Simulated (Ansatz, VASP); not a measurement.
Two plane-wave programs on MoS

```
CELL_PARAMETERS angstrom
0.00000 2.73364 2.73364
2.73364 0.00000 2.73364
2.73364 2.73364 0.00000
ATOMIC_POSITIONS crystal
Mo 0.00000 0.00000 0.00000
S 0.50000 0.50000 0.50000
```

Alike in both runs: functional PBE; k mesh 8 × 8 × 8; occupations gaussian, width 0.1 eV; collinear spin; Hubbard terms Mo d U = 4.38 eV.

Ansatz relaxed the structure, and its values are those at the end. VASP's run is a single point on that final structure, the one shown.

|  | VASP | Ansatz |
| --- | --- | --- |
| version | VASP 6.6.1 | Ansatz 0.2.0 |
| potentials or method | VASP PAW PBE potentials, release 64 (Mo_sv, S), cutoff 520 eV | scalar-relativistic, plane waves, PAW |
| valence electrons in the cell | 20 | 20 |

Ansatz gave:

| Property | Result |
| --- | --- |
| gap on the k mesh at the Fermi level (eV) | none |
| pressure (GPa) | 0.4 |
| net moment per atom (μB) | 2.00 |
| size of the moment on the site where the two differ most (μB) | 3.20 |

Question: Estimate VASP's values.

Answer: gap on the k mesh at the Fermi level (eV): none; pressure (GPa): -2.0; net moment per atom (μB): 1.95; size of the moment on the site where the two differ most (μB): 3.52.

Site moments also hang on the region over which each program counts them. The programs project onto different local orbitals, so the same U acts differently, and such runs can settle in different states. A gap of «none» marks a metal or a gap that the smearing closes. Ansatz's warnings: filled band counts differ across k points.
